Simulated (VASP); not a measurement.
# AlN (P6_3mc) in VASP: a series of runs

Runs on AlN. Level: PBE. Tasks: single point.

Program: VASP 6.6.1. These are calculated values, not measurements. Logs are shortened: lines on timing, memory, paths and dates and some standing lists are left out, and cuts for length are marked.

### 1 The cell of the first run

The structure is hexagonal, space group P6_3mc (No. 186). Conventional cell: a = 3.231 Å, b = 3.231 Å, c = 4.083 Å, α = 90.00°, β = 90.00°, γ = 120.00°. Within 2.1 Å of Al (site symmetry 3m) lie 4 N at 1.59 to 1.92 Å. Within 2.1 Å of N (site symmetry 3m) lie 4 Al at 1.59 to 1.92 Å.

### 2 Single point, PBE

INCAR reads:

```
ALGO     = Normal         # electronic algorithm
EDIFF    = 1E-7           # SCF threshold, eV
ENCUT    = 520            # plane-wave cutoff, eV
GGA      = PE             # functional
ISIF     = 2              # what is computed and relaxed
ISMEAR   = 0              # smearing method
LASPH    = T              # aspherical terms in the spheres
LCHARG   = F              # write CHGCAR
LREAL    = F              # projectors in reciprocal space
LWAVE    = F              # write WAVECAR
NBANDS   = 16             # bands
NELM     = 100            # most SCF steps
PREC     = Accurate       # precision mode
SIGMA    = 0.05           # smearing width, eV
```

KPOINTS reads:

```
k-points
0
Gamma
  9 9 6
```

POSCAR reads:

```
AlN
1.0
    3.2306423571      0.0000000000      0.0000000000
   -1.6153211785      2.7978183518      0.0000000000
    0.0000000000      0.0000000000      4.0829004857
Al N
2 2
Direct
    0.3333333333      0.6666666667      0.7881825525
    0.6666666667      0.3333333333      0.2881825525
    0.3333333333      0.6666666667      0.1764493462
    0.6666666667      0.3333333333      0.6764493462
```

Potentials or basis: VASP PAW PBE potentials, release 64 (Al, N).

Launch:

```
$ cat potpaw_PBE.64/Al/POTCAR potpaw_PBE.64/N/POTCAR > POTCAR
$ mpirun -np 1 vasp_std > vasp.out
```

OUTCAR:

```text
EDIFF = 1E-7
   ENCUT = 520
   GGA = PE
   ISIF = 2
   ISMEAR = 0
   LASPH = T
   LREAL = F
   NELM = 100
   PREC = Accurate

 ion  position               nearest neighbor table
   1  0.333  0.667  0.788-   3 1.59   4 1.92   4 1.92   4 1.92   3 2.50   2 2.77   2 2.77   2 2.77
                             2 2.77   2 2.77   2 2.77
   2  0.667  0.333  0.288-   4 1.59   3 1.92   3 1.92   3 1.92   4 2.50   1 2.77   1 2.77   1 2.77
                             1 2.77   1 2.77   1 2.77
   3  0.333  0.667  0.176-   1 1.59   2 1.92   2 1.92   2 1.92   1 2.50
   4  0.667  0.333  0.676-   2 1.59   1 1.92   1 1.92   1 1.92   2 2.50

  LATTYP: Found a hexagonal cell.
 ALAT       =     3.2306423571
 C/A-ratio  =     1.2638045424

  Lattice vectors:

 A1 = (   3.2306423571,   0.0000000000,   0.0000000000)
 A2 = (  -1.6153211785,   2.7978183518,   0.0000000000)
 A3 = (   0.0000000000,   0.0000000000,   4.0829004857)

Analysis of symmetry for initial positions (statically):
=====================================================================
 Subroutine PRICEL returns:
 Original cell was already a primitive cell.

 Routine SETGRP: Setting up the symmetry group for a
 hexagonal supercell.

 Subroutine GETGRP returns: Found 12 space group operations
 (whereof  6 operations were pure point group operations)
 out of a pool of 24 trial point group operations.

The static configuration has the point symmetry C_3v.
 The point group associated with its full space group is C_6v.

Analysis of symmetry for dynamics (positions and initial velocities):
=====================================================================
 Subroutine PRICEL returns:
 Original cell was already a primitive cell.

 Routine SETGRP: Setting up the symmetry group for a
 hexagonal supercell.

 Subroutine GETGRP returns: Found 12 space group operations
 (whereof  6 operations were pure point group operations)
 out of a pool of 24 trial point group operations.

The dynamic configuration has the point symmetry C_3v.
 The point group associated with its full space group is C_6v.

 Subroutine INISYM returns: Found 12 space group operations
 (whereof  6 operations are pure point group operations),
 and found     1 'primitive' translations

----------------------------------------------------------------------------------------

                                     Primitive cell

  volume of cell :      36.9043

  direct lattice vectors                    reciprocal lattice vectors
     3.230642357  0.000000000  0.000000000     0.309535965  0.178710673  0.000000000
    -1.615321178  2.797818352  0.000000000     0.000000000  0.357421346  0.000000000
     0.000000000  0.000000000  4.082900486     0.000000000  0.000000000  0.244923922

  length of vectors
     3.230642357  3.230642357  4.082900486     0.357421346  0.357421346  0.244923922

  position of ions in fractional coordinates (direct lattice)
     0.333333333  0.666666667  0.788182552
     0.666666667  0.333333333  0.288182552
     0.333333333  0.666666667  0.176449346
     0.666666667  0.333333333  0.676449346

  ion indices of the primitive-cell ions
   primitive index   ion index
                 1           1
                 2           2
                 3           3
                 4           4

----------------------------------------------------------------------------------------

 KPOINTS: k-points

Automatic generation of k-mesh.
 Grid dimensions read from file:
 generate k-points for:    9    9    6

 Generating k-lattice:

  Cartesian coordinates                     Fractional coordinates (reciprocal lattice)
     0.034392885  0.019856741  0.000000000     0.111111111  0.000000000  0.000000000
     0.000000000  0.039713483  0.000000000     0.000000000  0.111111111  0.000000000
     0.000000000  0.000000000  0.040820654     0.000000000  0.000000000  0.166666667

  Length of vectors
     0.039713483  0.039713483  0.040820654

  Shift w.r.t. Gamma in fractional coordinates (k-lattice)
     0.000000000  0.000000000  0.000000000

 Subroutine IBZKPT returns following result:
 ===========================================

 Found     48 irreducible k-points:

 Following reciprocal coordinates:
            Coordinates               Weight
  0.000000  0.000000  0.000000      1.000000
  0.111111  0.000000  0.000000      6.000000
  0.222222 -0.000000  0.000000      6.000000
  0.333333  0.000000  0.000000      6.000000
  0.444444 -0.000000  0.000000      6.000000
  0.111111  0.111111  0.000000      6.000000
[... 16 lines left out ...]
  0.333333  0.222222  0.166667     24.000000
  0.333333  0.333333  0.166667      4.000000
 [... further k-points ...]
   k-points           NKPTS =     48   k-points in BZ     NKDIM =     48   number of bands    NBANDS=     16
   number of dos      NEDOS =    301   number of ions     NIONS =      4
   total plane-waves  NPLWV =  17280
   dimension x,y,z NGX =    24 NGY =   24 NGZ =   30
   dimension x,y,z NGXF=    48 NGYF=   48 NGZF=   60
   ions per type =               2   2
   NGX,Y,Z   is equivalent  to a cutoff of  12.35, 12.35, 12.22 a.u.
   NGXF,Y,Z  is equivalent  to a cutoff of  24.70, 24.70, 24.43 a.u.
 SYSTEM =  unknown system
   PREC   = accura    normal or accurate (medium, high low for compatibility)
   ISTART =      0    job   : 0-new  1-cont  2-samecut
   ICHARG =      2    charge: 1-file 2-atom 10-const
   ISPIN  =      1    spin polarized calculation?
   LNONCOLLINEAR =      F non collinear calculations
   LSORBIT =      F    spin-orbit coupling
   LASPH  =      T    aspherical Exc in radial PAW
   ENCUT  =  520.0 eV  38.22 Ry    6.18 a.u.   6.01  6.01  7.59*2*pi/ulx,y,z
   NELM   =    100;   NELMIN=  2; NELMDL= -5     # of ELM steps
   EDIFF  = 0.1E-06   stopping-criterion for ELM
   LREAL  =      F    real-space projection
   EDIFFG = 0.1E-05   stopping-criterion for IOM
   NSW    =      0    number of steps for IOM
   IBRION =     -1    ionic relax: 0-MD 1-quasi-New 2-CG
   NFREE  =      0    steps in history (QN), initial steepest desc. (CG)
   ISIF   =      2    stress and relaxation
   ISYM   =      2    0-nonsym 1-usesym 2-fastsym
   POTIM  = 0.5000    time-step for ionic-motion
   TEBEG  =    0.0;   TEEND  =   0.0 temperature during run
   PSTRESS=    0.0 pullay stress
   NELECT =      16.0000    total number of electrons
   NUPDOWN=      -1.0000    fix difference up-down
   EMIN   =  10.00;   EMAX   =-10.00  energy-range for DOS
   EFERMI =   0.00;   METHOD = LEGACY
   ISMEAR =     0;   SIGMA  =   0.05  broadening in eV -4-tet -1-fermi 0-gaus
   EFERMI_NEDOS =   21; number of points for ismear=-14 and -15
   IALGO  =     38    algorithm
   IMIX   =      4    mixing-type and parameters
     AMIX     =   0.40;   BMIX     =  1.00
     AMIX_MAG =   1.60;   BMIX_MAG =  1.00
  volume/ion in A,a.u.               =       9.23        62.26
  Fermi-wavevector in a.u.,A,eV,Ry     =   1.239051  2.341466 20.888300  1.535247
  Thomas-Fermi vector in A             =   2.373550
   LORBIT       =      0    0 simple, 1 ext, 2 COOP (PROOUT), +10 PAW based schemes
   GGA     = PE    functional components
   LHFCALC =     F    Hartree Fock is set to
   AEXX    =    0.0000 exact exchange contribution
   IVDW    =     0    specifies the selected vdW correction
   LEPSILON=     F    determine dielectric tensor
   LRPA    =     F    only Hartree local field effects (RPA)
 non-spin polarized calculation
 Gauss-broadening in eV      SIGMA  =   0.05
  energy-cutoff  :      520.00
  volume of cell :       36.90
 maximum number of plane-waves:      1008
   NGX = 13   NGY = 13   NGZ = 15

 number of electron      16.0000002 magnetization

 Free energy of the ion-electron system (eV)
  ---------------------------------------------------
  ext. energy  EPLUGINS =         0.00000000
  ---------------------------------------------------
  free energy    TOTEN  =       -27.03448445 eV

  energy without entropy =      -27.03448445  energy(sigma->0) =      -27.03448445

 E-fermi :   8.0794     XC(G=0): -11.4243

 val. band max:        7.8448361388   @ k =   0.0000   0.0000   0.0000
 cond. band min:      12.3974435244   @ k =   0.0000   0.0000   0.0000
 fundamental gap:      4.5526073857
 Fermi energy:         8.0793992929

 k-point     1 :       0.0000    0.0000    0.0000
  band No.  band energies     occupation
      1      -8.6577      2.00000
      2      -4.9523      2.00000
      3       1.7853      2.00000
      4       5.3717      2.00000
      5       5.3717      2.00000
      6       6.9641      2.00000
[... 8 lines left out ...]
     15      20.9886      0.00000
     16      21.4285      0.00000

 k-point     2 :       0.1111    0.0000    0.0000
  band No.  band energies     occupation
      1      -8.5093      2.00000
      2      -4.9418      2.00000
      3       1.9373      2.00000
      4       4.8226      2.00000
      5       5.1506      2.00000
      6       6.3614      2.00000
[... 8 lines left out ...]
     15      20.7288      0.00000
     16      21.0909      0.00000

 k-point     3 :       0.2222   -0.0000    0.0000
  band No.  band energies     occupation
      1      -8.0841      2.00000
      2      -4.9567      2.00000
      3       2.3554      2.00000
      4       3.6594      2.00000
      5       4.7070      2.00000
      6       5.3813      2.00000
[... 8 lines left out ...]
     15      19.9091      0.00000
     16      21.3619      0.00000

 k-point     4 :       0.3333    0.0000    0.0000
  band No.  band energies     occupation
      1      -7.4537      2.00000
      2      -5.1136      2.00000
      3       2.3753      2.00000
      4       3.2187      2.00000
      5       4.3089      2.00000
      6       4.5388      2.00000
[... 8 lines left out ...]
     15      20.7976      0.00000
     16      21.8708      0.00000

 k-point     5 :       0.4444   -0.0000    0.0000
  band No.  band energies     occupation
      1      -6.8219      2.00000
      2      -5.4419      2.00000
      3       1.8384      2.00000
      4       3.8396      2.00000
      5       4.0559      2.00000
      6       4.0851      2.00000
[... 8 lines left out ...]
     15      22.3559      0.00000
     16      22.6497      0.00000

 k-point     6 :       0.1111    0.1111    0.0000
  band No.  band energies     occupation
      1      -8.2221      2.00000
      2      -4.9434      2.00000
      3       2.2267      2.00000
      4       4.2290      2.00000
      5       4.4023      2.00000
      6       5.8961      2.00000
[... 8 lines left out ...]
     15      20.1507      0.00000
     16      21.2792      0.00000
[... 267 lines left out ...]
 k-point    21 :       0.4444    0.1111    0.1667
  band No.  band energies     occupation
      1      -6.5034      2.00000
      2      -5.5768      2.00000
      3       1.4934      2.00000
      4       3.0991      2.00000
      5       3.5928      2.00000
      6       5.0490      2.00000
[... 8 lines left out ...]
     15      21.5562      0.00000
     16      23.0653      0.00000

 k-point    22 :       0.2222    0.2222    0.1667
  band No.  band energies     occupation
      1      -6.9759      2.00000
      2      -5.3299      2.00000
      3       2.2378      2.00000
      4       2.4806      2.00000
      5       4.1905      2.00000
      6       4.8565      2.00000
[... 8 lines left out ...]
     15      21.3674      0.00000
     16      22.7118      0.00000

 k-point    23 :       0.3333    0.2222    0.1667
  band No.  band energies     occupation
      1      -6.4025      2.00000
      2      -5.5917      2.00000
      3       1.8120      2.00000
      4       2.6644      2.00000
      5       3.3851      2.00000
      6       5.3814      2.00000
[... 8 lines left out ...]
     15      21.2818      0.00000
     16      22.9744      0.00000

 k-point    24 :       0.3333    0.3333    0.1667
  band No.  band energies     occupation
      1      -5.9384      2.00000
      2      -5.9384      2.00000
      3       1.8226      2.00000
      4       2.8505      2.00000
      5       2.8505      2.00000
      6       5.4333      2.00000
[... 8 lines left out ...]
     15      21.0694      0.00000
     16      22.7353      0.00000

 [... further k-points ...]
[... 5 lines left out ...]
  --------------------------------------------------------------------------------------
  -------------------------------------------------------------------------------------
  Total        0.9581126      0.9581126     32.3241379      0.0000000      0.0000000      0.0000000
  in kB       41.5958424     41.5958424   1403.3317180      0.0000000      0.0000000      0.0000000
  external PRESSURE =     495.5078010 kB  Pullay stress =       0.0000000 kB

 VOLUME and BASIS-vectors are now :
 -----------------------------------------------------------------------------
  energy-cutoff  :      520.00
  volume of cell :       36.90
      direct lattice vectors                 reciprocal lattice vectors
     3.230642357  0.000000000  0.000000000     0.309535965  0.178710673  0.000000000
    -1.615321178  2.797818352  0.000000000     0.000000000  0.357421346  0.000000000
     0.000000000  0.000000000  4.082900486     0.000000000  0.000000000  0.244923922

 POSITION                                       TOTAL-FORCE (eV/Angst)
 -----------------------------------------------------------------------------------
     -0.00000      1.86521      3.21807        -0.000000      0.000000     -8.206081
      1.61532      0.93261      1.17662         0.000000     -0.000000     -8.206081
     -0.00000      1.86521      0.72043         0.000000     -0.000000      8.206081
      1.61532      0.93261      2.76188        -0.000000      0.000000      8.206081
 -----------------------------------------------------------------------------------
    total drift:                               -0.000000      0.000000      0.000151

  FREE ENERGIE OF THE ION-ELECTRON SYSTEM (eV)
  ---------------------------------------------------
  free  energy   TOTEN  =       -27.0344844504 eV

  energy  without entropy=      -27.0344844504  energy(sigma->0) =      -27.03448445
```

It took 7.9 s on 1 thread of Intel Xeon 6975P-C (Granite Rapids), shared host; peak memory 0.15 GiB.

Results:

| Item | Value |
| --- | --- |
| Free energy | -27.0345 eV |
| Pressure | 49.6 GPa |
| Largest force | 8.206 eV/Å |
| Band gap on the k mesh | 4.55 eV, direct |

Forces in eV/Å, atoms in the order of the input:
```
Al   0.000  0.000 -8.206
Al   0.000  0.000 -8.206
N    0.000  0.000  8.206
N    0.000  0.000  8.206
```

Caveat: forces of over 1 eV/Å act on the atoms, so gaps and moduli don't describe the material at rest.

### 3 Single point, PBE

INCAR reads:

```
SYSTEM = AlN
ALGO = Normal ; EDIFF = 1E-6
ENCUT = 520 ; GGA = PE
ISIF = 2 ; ISMEAR = 0
LASPH = .True. ; LCHARG = .True.
LELF = .True. ; LREAL = .False.
LVHAR = .True. ; LWAVE = .False.
NBANDS = 16 ; NELM = 100
PREC = Accurate ; SIGMA = 0.05
```

KPOINTS reads:

```
k-points
0
Gamma
  9 9 6
  0 0 0
```

POSCAR reads:

```
AlN
1.0
    3.2306423571      0.0000000000      0.0000000000
   -1.6153211785      2.7978183518      0.0000000000
    0.0000000000      0.0000000000      4.0829004857
Al N
2 2
Direct
    0.3333333333      0.6666666667      0.7652730210
    0.6666666667      0.3333333333      0.2652730210
    0.3333333333      0.6666666667      0.2205797385
    0.6666666667      0.3333333333      0.7205797385
```

Potentials or basis: VASP PAW PBE potentials, release 64 (Al, N).

Launch:

```
$ cat potpaw_PBE.64/Al/POTCAR potpaw_PBE.64/N/POTCAR > POTCAR
$ mpirun -np 1 vasp_std > vasp.out
```

Wall time 8.6 s (1 thread of Intel Xeon 6975P-C (Granite Rapids), shared host); peak memory 0.15 GiB.

It converged, with:

| Quantity | Value |
| --- | --- |
| Free energy | -29.0240 eV |
| Pressure | 21.8 GPa |
| Largest force | 0.964 eV/Å |
| Band gap on the k mesh | 3.98 eV, direct |

Forces in eV/Å, atoms in the order of the input:
```
Al   0.000  0.000 -0.964
Al   0.000  0.000 -0.964
N    0.000  0.000  0.964
N    0.000  0.000  0.964
```

Stress tensor (GPa, compression positive):
```
16.37  0.00  0.00
 0.00 16.37  0.00
 0.00  0.00 32.71
```

Levels at points of the mesh, in eV from the valence-band top:
```tsv
k point	band 6	band 7	band 8	band 9	band 10	band 11
(0.00, 0.00, 0.00)	-1.57	-1.57	0.00	3.98	5.13	8.84
(0.00, 0.00, 0.50)	-2.47	-2.47	-2.47	6.18	6.18	8.99
```

A k mesh can miss the band edges. Expect the measured gap to be larger: semilocal functionals such as PBE lack the derivative discontinuity.

(Continued in part 2 of 2.)
